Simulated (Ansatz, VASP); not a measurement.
Two plane-wave programs on SnSe2

```
Sn Se
1.0
     3.98400    0.00000    0.00000
    -1.99200    3.45025    0.00000
     0.00000    0.00000    6.33440
Sn Se
1 2
Direct
  0.00000 0.00000 0.00000
  0.33333 0.66667 0.26513
  0.66667 0.33333 0.73487
```

Alike in both runs: task single point; functional PBE; dispersion D3(BJ); k mesh 12 × 12 × 6; occupations gaussian, width 0.03 eV; no spin polarisation.

|  | VASP | Ansatz |
| --- | --- | --- |
| version | VASP 6.6.1 | Ansatz 0.2.0 |
| potentials or method | VASP PAW PBE potentials, release 64 (Sn_d, Se), cutoff 500 eV | scalar-relativistic, plane waves, PAW |
| valence electrons in the cell | 26 | 46 |

|  | VASP | Ansatz | Ansatz less VASP |
| --- | --- | --- | --- |
| gap on the k mesh at the Fermi level (eV) | 0.25 | 0.26 | +0.003 |
| least direct gap on the mesh (eV) | 0.57 | 0.57 | +0.008 |
| pressure (GPa) | -6.2 | -6.2 | -0.03 |
| traceless stress, the component that is largest in VASP (GPa) | -0.64 | -0.65 | -0.009 |
| rms of the force components (eV/Å) | 0.410 | 0.414 | +0.0040 |

Atom by atom the forces differ by 0.004 eV/Å (rms over components). VASP's potentials hold 26 valence electrons a cell and Ansatz's 46, so a difference there can come from the potentials and not from the codes.
